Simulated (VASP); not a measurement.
# NiPt (P4/mmm) in VASP: further runs

The runs below take NiPt through single point, with LDA.

Program: VASP 6.6.1. These are calculated values, not measurements. Logs are shortened: lines on timing, memory, paths and dates and some standing lists are left out, and cuts for length are marked.

**1. The cell of the first run**

The structure is tetragonal, space group P4/mmm (No. 123). The conventional cell has a = 2.710 Å, b = 2.710 Å, c = 3.578 Å, α = 90.00°, β = 90.00°, γ = 90.00°. Within 3.6 Å of Ni (site symmetry 4/mmm) lie 8 Pt at 2.62 Å and 6 Ni at 2.71 to 3.58 Å. Within 3.6 Å of Pt (site symmetry 4/mmm) lie 8 Ni at 2.62 Å and 6 Pt at 2.71 to 3.58 Å.

**2. Single point, LDA, collinear spin, ferromagnetic start**

File INCAR:

```
SYSTEM = NiPt
ALGO     = Normal         ! electronic algorithm
EDIFF    = 1E-6           ! SCF threshold, eV
ENCUT    = 520            ! plane-wave cutoff, eV
GGA      = CA             ! functional
ISIF     = 2              ! what is computed and relaxed
ISMEAR   = -1             ! smearing method
ISPIN    = 2              ! spin polarisation
LASPH    = .TRUE.         ! aspherical terms in the spheres
LCHARG   = .FALSE.        ! write CHGCAR
LMAXMIX  = 4              ! l up to which the mixer works
LORBIT   = 11             ! projections on sites
LREAL    = .FALSE.        ! projectors in reciprocal space
LWAVE    = .FALSE.        ! write WAVECAR
MAGMOM   = 0.344 0.176    ! initial moments
NBANDS   = 21             ! bands
NELM     = 150            ! most SCF steps
NUPDOWN  = 0.52           ! fixed moment
PREC     = Accurate       ! precision mode
SIGMA    = 0.1            ! smearing width, eV
```

File KPOINTS:

```
k-points
0
G
  11 11 8
  0 0 0
```

File POSCAR:

```
NiPt
1.0
    2.7099397941      0.0000000000      0.0000000000
    0.0000000000      2.7099397941      0.0000000000
    0.0000000000      0.0000000000      3.5783200000
Ni Pt
1 1
Direct
    0.5000000000      0.5000000000      0.5000000000
    0.0000000000      0.0000000000      0.0000000000
```

Potentials or basis: VASP PAW LDA potentials, release 64 (Ni, Pt).

Run with:

```sh
$ cat potpaw_LDA.64/Ni/POTCAR potpaw_LDA.64/Pt/POTCAR > POTCAR
$ mpirun -np 1 vasp_std > vasp.out
```

OUTCAR:

```text
SYSTEM = NiPt
   EDIFF = 1E-6
   ENCUT = 520
   GGA = CA
   ISIF = 2
   ISMEAR = -1
   ISPIN = 2
   LASPH = .TRUE.
   LORBIT = 11
   LREAL = .FALSE.
   NELM = 150
   NUPDOWN = 0.52
   PREC = Accurate

 ion  position               nearest neighbor table
   1  0.500  0.500  0.500-   2 2.62   2 2.62   2 2.62   2 2.62   2 2.62   2 2.62   2 2.62   2 2.62

   2  0.000  0.000  0.000-   1 2.62   1 2.62   1 2.62   1 2.62   1 2.62   1 2.62   1 2.62   1 2.62

  LATTYP: Found a simple tetragonal cell.
 ALAT       =     2.7099397941
 C/A-ratio  =     1.3204426193

  Lattice vectors:

 A1 = (   2.7099397941,   0.0000000000,   0.0000000000)
 A2 = (   0.0000000000,   2.7099397941,   0.0000000000)
 A3 = (   0.0000000000,   0.0000000000,   3.5783200000)

Analysis of symmetry for initial positions (statically):
=====================================================================
 Subroutine PRICEL returns:
 Original cell was already a primitive cell.

 Routine SETGRP: Setting up the symmetry group for a
 simple tetragonal supercell.

 Subroutine GETGRP returns: Found 16 space group operations
 (whereof 16 operations were pure point group operations)
 out of a pool of 16 trial point group operations.

The static configuration has the point symmetry D_4h.

Analysis of symmetry for dynamics (positions and initial velocities):
=====================================================================
 Subroutine PRICEL returns:
 Original cell was already a primitive cell.

 Routine SETGRP: Setting up the symmetry group for a
 simple tetragonal supercell.

 Subroutine GETGRP returns: Found 16 space group operations
 (whereof 16 operations were pure point group operations)
 out of a pool of 16 trial point group operations.

The dynamic configuration has the point symmetry D_4h.

Analysis of structural, dynamic, and magnetic symmetry:
=====================================================================
 Subroutine PRICEL returns:
 Original cell was already a primitive cell.

 Routine SETGRP: Setting up the symmetry group for a
 simple tetragonal supercell.

 Subroutine GETGRP returns: Found 16 space group operations
 (whereof 16 operations were pure point group operations)
 out of a pool of 16 trial point group operations.

The overall configuration has the point symmetry D_4h.

 Subroutine INISYM returns: Found 16 space group operations
 (whereof 16 operations are pure point group operations),
 and found     1 'primitive' translations

----------------------------------------------------------------------------------------

                                     Primitive cell

  volume of cell :      26.2784

  direct lattice vectors                    reciprocal lattice vectors
     2.709939794  0.000000000  0.000000000     0.369011888  0.000000000  0.000000000
     0.000000000  2.709939794  0.000000000     0.000000000  0.369011888  0.000000000
     0.000000000  0.000000000  3.578320000     0.000000000  0.000000000  0.279460753

  length of vectors
     2.709939794  2.709939794  3.578320000     0.369011888  0.369011888  0.279460753

  position of ions in fractional coordinates (direct lattice)
     0.500000000  0.500000000  0.500000000
     0.000000000  0.000000000  0.000000000

  ion indices of the primitive-cell ions
   primitive index   ion index
                 1           1
                 2           2

----------------------------------------------------------------------------------------

 KPOINTS: k-points

Automatic generation of k-mesh.
 Grid dimensions read from file:
 generate k-points for:   11   11    8

 Generating k-lattice:

  Cartesian coordinates                     Fractional coordinates (reciprocal lattice)
     0.033546535  0.000000000  0.000000000     0.090909091  0.000000000  0.000000000
     0.000000000  0.033546535  0.000000000     0.000000000  0.090909091  0.000000000
     0.000000000  0.000000000  0.034932594     0.000000000  0.000000000  0.125000000

  Length of vectors
     0.033546535  0.033546535  0.034932594

  Shift w.r.t. Gamma in fractional coordinates (k-lattice)
     0.000000000  0.000000000  0.000000000

 Subroutine IBZKPT returns following result:
 ===========================================

 Found    105 irreducible k-points:

 Following reciprocal coordinates:
            Coordinates               Weight
  0.000000  0.000000  0.000000      1.000000
  0.090909  0.000000  0.000000      4.000000
  0.181818  0.000000  0.000000      4.000000
  0.272727  0.000000  0.000000      4.000000
  0.363636  0.000000  0.000000      4.000000
  0.454545  0.000000  0.000000      4.000000
[... 16 lines left out ...]
  0.090909  0.000000  0.125000      8.000000
  0.181818  0.000000  0.125000      8.000000
 [... further k-points ...]
   k-points           NKPTS =    105   k-points in BZ     NKDIM =    105   number of bands    NBANDS=     21
   number of dos      NEDOS =    301   number of ions     NIONS =      2
   total plane-waves  NPLWV =  11200
   dimension x,y,z NGX =    20 NGY =   20 NGZ =   28
   dimension x,y,z NGXF=    40 NGYF=   40 NGZF=   56
   ions per type =               1   1
   NGX,Y,Z   is equivalent  to a cutoff of  12.27, 12.27, 13.01 a.u.
   NGXF,Y,Z  is equivalent  to a cutoff of  24.54, 24.54, 26.02 a.u.
 SYSTEM =  NiPt
   PREC   = accura    normal or accurate (medium, high low for compatibility)
   ISTART =      0    job   : 0-new  1-cont  2-samecut
   ICHARG =      2    charge: 1-file 2-atom 10-const
   ISPIN  =      2    spin polarized calculation?
   LNONCOLLINEAR =      F non collinear calculations
   LSORBIT =      F    spin-orbit coupling
   LASPH  =      T    aspherical Exc in radial PAW
   ENCUT  =  520.0 eV  38.22 Ry    6.18 a.u.   5.04  5.04  6.65*2*pi/ulx,y,z
   NELM   =    150;   NELMIN=  2; NELMDL= -5     # of ELM steps
   EDIFF  = 0.1E-05   stopping-criterion for ELM
   LREAL  =      F    real-space projection
   EDIFFG = 0.1E-04   stopping-criterion for IOM
   NSW    =      0    number of steps for IOM
   IBRION =     -1    ionic relax: 0-MD 1-quasi-New 2-CG
   NFREE  =      0    steps in history (QN), initial steepest desc. (CG)
   ISIF   =      2    stress and relaxation
   ISYM   =      2    0-nonsym 1-usesym 2-fastsym
   POTIM  = 0.5000    time-step for ionic-motion
   TEBEG  =    0.0;   TEEND  =   0.0 temperature during run
   PSTRESS=    0.0 pullay stress
   NELECT =      20.0000    total number of electrons
   NUPDOWN=       0.5200    fix difference up-down
   EMIN   =  10.00;   EMAX   =-10.00  energy-range for DOS
   EFERMI =   0.00;   METHOD = LEGACY
   ISMEAR =    -1;   SIGMA  =   0.10  broadening in eV -4-tet -1-fermi 0-gaus
   EFERMI_NEDOS =   21; number of points for ismear=-14 and -15
   IALGO  =     38    algorithm
   IMIX   =      4    mixing-type and parameters
     AMIX     =   0.40;   BMIX     =  1.00
     AMIX_MAG =   1.60;   BMIX_MAG =  1.00
  volume/ion in A,a.u.               =      13.14        88.67
  Fermi-wavevector in a.u.,A,eV,Ry     =   1.494693  2.824560 30.396875  2.234107
  Thomas-Fermi vector in A             =   2.606933
   LORBIT       =     11    0 simple, 1 ext, 2 COOP (PROOUT), +10 PAW based schemes
   GGA     = CA    functional components
   LHFCALC =     F    Hartree Fock is set to
   AEXX    =    0.0000 exact exchange contribution
   IVDW    =     0    specifies the selected vdW correction
   LEPSILON=     F    determine dielectric tensor
   LRPA    =     F    only Hartree local field effects (RPA)
 spin polarized calculation
  energy-cutoff  :      520.00
  volume of cell :       26.28
 maximum number of plane-waves:       724
   NGX = 11   NGY = 11   NGZ = 13

 number of electron      20.0000010 magnetization       0.5200000

 Free energy of the ion-electron system (eV)
  ---------------------------------------------------
  ext. energy  EPLUGINS =         0.00000000
  ---------------------------------------------------
  free energy    TOTEN  =       -14.25406903 eV

  energy without entropy =      -14.13512193  energy(sigma->0) =      -14.19459548

 E-fermi :  10.0259     XC(G=0): -13.5765

 val. band max:       10.0349793490   @ k =   0.4545   0.0909   0.3750
 cond. band min:      10.0286740905   @ k =   0.2727   0.0909   0.3750
 fundamental gap:     -0.0063052585
 Fermi energy:        10.0354861266

 spin component 1

 k-point     1 :       0.0000    0.0000    0.0000
  band No.  band energies     occupation
      1       0.3926      1.00000
      2       3.9936      1.00000
      3       4.0728      1.00000
      4       7.0952      1.00000
      5       7.0952      1.00000
      6       8.0255      1.00000
[... 13 lines left out ...]
     20      32.2062      0.00000
     21      34.0997      0.00000
[... 529 lines left out ...]
 k-point    24 :       0.1818    0.0000    0.1250
  band No.  band energies     occupation
      1       1.4128      1.00000
      2       4.3811      1.00000
      3       4.8258      1.00000
      4       6.6603      1.00000
      5       7.3234      1.00000
      6       8.1203      1.00000
[... 13 lines left out ...]
     20      34.3850      0.00000
     21      34.5013      0.00000

 [... further k-points ...]

 spin component 2

 k-point     1 :       0.0000    0.0000    0.0000
  band No.  band energies     occupation
      1       0.4233      1.00000
      2       4.0821      1.00000
      3       4.1599      1.00000
      4       7.3072      1.00000
      5       7.3072      1.00000
      6       8.3029      1.00000
[... 13 lines left out ...]
     20      32.2298      0.00000
     21      34.1315      0.00000
[... 529 lines left out ...]
 k-point    24 :       0.1818    0.0000    0.1250
  band No.  band energies     occupation
      1       1.4448      1.00000
      2       4.4674      1.00000
      3       4.9161      1.00000
      4       6.8052      1.00000
      5       7.5348      1.00000
      6       8.3968      1.00000
[... 13 lines left out ...]
     20      34.4309      0.00000
     21      34.5566      0.00000

 [... further k-points ...]

------------------------ aborting loop because EDIFF is reached ----------------------------------------

  FORCE on cell =-STRESS in cart. coord.  units (eV):
  Direction    XX          YY          ZZ          XY          YZ          ZX
  --------------------------------------------------------------------------------------
  -------------------------------------------------------------------------------------
  Total       -2.0507475     -2.0507475     -1.8716216      0.0000000      0.0000000     -0.0000000
  in kB     -125.0329053   -125.0329053   -114.1116972      0.0000000      0.0000000     -0.0000000
  external PRESSURE =    -121.3925026 kB  Pullay stress =       0.0000000 kB

 VOLUME and BASIS-vectors are now :
 -----------------------------------------------------------------------------
  energy-cutoff  :      520.00
  volume of cell :       26.28
      direct lattice vectors                 reciprocal lattice vectors
     2.709939794  0.000000000  0.000000000     0.369011888  0.000000000  0.000000000
     0.000000000  2.709939794  0.000000000     0.000000000  0.369011888  0.000000000
     0.000000000  0.000000000  3.578320000     0.000000000  0.000000000  0.279460753

 POSITION                                       TOTAL-FORCE (eV/Angst)
 -----------------------------------------------------------------------------------
      1.35497      1.35497      1.78916         0.000000      0.000000      0.000000
      0.00000      0.00000      0.00000         0.000000      0.000000      0.000000
 -----------------------------------------------------------------------------------
    total drift:                               -0.000000      0.000000      0.000000

  FREE ENERGIE OF THE ION-ELECTRON SYSTEM (eV)
  ---------------------------------------------------
  free  energy   TOTEN  =       -14.2540690340 eV

  energy  without entropy=      -14.1351219335  energy(sigma->0) =      -14.19459548

 total charge

# of ion       s       p       d       tot
------------------------------------------
    1        0.439   0.463   8.339   9.241
    2        0.701   0.633   8.038   9.372
--------------------------------------------------
tot          1.140   1.096  16.377  18.613

 magnetization (x)

# of ion       s       p       d       tot
------------------------------------------
    1       -0.001  -0.003   0.368   0.364
    2       -0.002  -0.009   0.166   0.155
--------------------------------------------------
tot         -0.003  -0.011   0.534   0.520
```

It took 39 s on 1 thread of Intel Xeon 6975P-C (Granite Rapids), shared host; peak memory 0.19 GiB.

What came out:

```
Free energy                                           : -14.2541 eV
Pressure                                              : -12.1 GPa
Net moment                                            : 0.52 μB per cell
Site moments                                          : Ni +0.36; Pt +0.15 μB
Valence electrons inside the program's atomic spheres : Ni 9.24; Pt 9.37
```

Stress tensor (GPa, compression positive):
```
-12.50   0.00   0.00
  0.00 -12.50   0.00
  0.00   0.00 -11.41
```

Caveat: the cell stands under tension; spin-orbit coupling is left out, which moves the levels of the heavy elements; the total moment is fixed, so each spin has its own Fermi level and the state may be an excited one.

**3. Single point, LDA, collinear spin, ferromagnetic start**

File INCAR:

```
ALGO = Normal
EDIFF = 1E-6
ENCUT = 520
GGA = CA
ISIF = 2
ISMEAR = -1
ISPIN = 2
LASPH = T
LCHARG = T
LELF = T
LMAXMIX = 4
LORBIT = 11
LREAL = F
LVHAR = T
LWAVE = F
MAGMOM = 0.344 0.176
NBANDS = 21
NELM = 150
NUPDOWN = 0.52
PREC = Accurate
SIGMA = 0.1
```

File KPOINTS:

```
k-points
0
Gamma
  11 11 8
```

POSCAR is that of step 2.

Potentials or basis: VASP PAW LDA potentials, release 64 (Ni, Pt).

Run with:

```sh
$ cat potpaw_LDA.64/Ni/POTCAR potpaw_LDA.64/Pt/POTCAR > POTCAR
$ mpirun -np 1 vasp_std > vasp.out
```

Run time: 40 s. Hardware: 1 thread of Intel Xeon 6975P-C (Granite Rapids), shared host; peak memory 0.19 GiB.

Results (log left out):

* Free energy: -14.2541 eV
* Pressure: -12.1 GPa
* Net moment: 0.52 μB per cell
* Site moments: Ni +0.36; Pt +0.15 μB
* Valence electrons inside the program's atomic spheres: Ni 9.24; Pt 9.37

Stress tensor (GPa, compression positive):
```
-12.50   0.00   0.00
  0.00 -12.50   0.00
  0.00   0.00 -11.41
```

Caveat: the cell stands under tension; spin-orbit coupling is left out, which moves the levels of the heavy elements; the total moment is fixed, so each spin has its own Fermi level and the state may be an excited one.

(Continued in part 2 of 2.)
